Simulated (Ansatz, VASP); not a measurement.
## Ag in VASP and in Ansatz

```xyz
4
Lattice="2.9053 0.0000 0.0000 -1.4527 2.5161 0.0000 0.0000 0.0000 10.0662" Properties=species:S:1:pos:R:3 pbc="T T T"
Ag    0.0000    1.6774    2.5166
Ag    1.4527    0.8387    7.5497
Ag    0.0000    0.0000    0.0000
Ag    0.0000    0.0000    5.0331
```

Change from the starting cell: volume scaled by 1.02.

Alike in both runs: task single point; functional PBE; k mesh 14 × 14 × 4; occupations fermi-dirac, width 0.08 eV; no spin polarisation.

```csv
,VASP,Ansatz
version,VASP 6.6.1,Ansatz 0.2.0
potentials or method,"VASP PAW PBE potentials, release 64 (Ag), cutoff 520 eV","all-electron LAPW, scalar-relativistic"
```

VASP gave:

- pressure (GPa): -2.1
- traceless stress, the component that is largest in VASP (GPa): -2.95

Q: Which values does Ansatz return?

A: Pressure (GPa): -2.0; traceless stress, the component that is largest in VASP (GPa): -2.96.

Ansatz ran all-electron here, and VASP with PAW potentials.
